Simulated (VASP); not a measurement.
Wanted: the native input for a VASP 6.6.1 run.

* Task: single point
* Functional: RPBE
* Potentials or basis: VASP PAW PBE potentials, release 64 (Mg, O)
* Cutoff: 520 eV
* k mesh: 11 × 11 × 11
* Occupations: fermi-dirac, width 0.05 eV
* Spin: no spin polarisation
* Dipole correction: no
* Further INCAR settings: ALGO = Normal; EDIFF = 1e-07; NBANDS = 11

The structure of MgO lies in POSCAR:

```
MgO
1.0
    0.0000000000      2.1490936834      2.1490936834
    2.1490936834      0.0000000000      2.1490936834
    2.1490936834      2.1490936834      0.0000000000
Mg O
1 1
Direct
    0.0000000000      0.0000000000      0.0000000000
    0.5000000000      0.5000000000      0.5000000000
```

The input as run:

INCAR

```
  ALGO = Normal
  EDIFF = 1E-7
  ENCUT = 520
  GGA = RP
  ISIF = 2
  ISMEAR = -1
  LASPH = True
  LCHARG = False
  LREAL = False
  LWAVE = False
  NBANDS = 11
  NELM = 80
  PREC = Accurate
  SIGMA = 0.05
```

KPOINTS

```
k-points
0
Gamma
  11 11 11
```

Potentials or basis: VASP PAW PBE potentials, release 64 (Mg, O).

The run is started by

```bash
$ cat potpaw_PBE.64/Mg/POTCAR potpaw_PBE.64/O/POTCAR > POTCAR
$ mpirun -np 1 vasp_std > vasp.out
```

Results of the run:

```json
{
  "Pressure": "-0.8 GPa",
  "Band gap on the k mesh": "4.26 eV, direct"
}
```

Caveat: the PAW data sets were made with another functional, which shifts forces and pressure a little.

It took 5.7 s on 1 thread of Intel(R) Xeon(R) 6975P-C (Granite Rapids), on a shared host, peak memory 0.14 GiB.
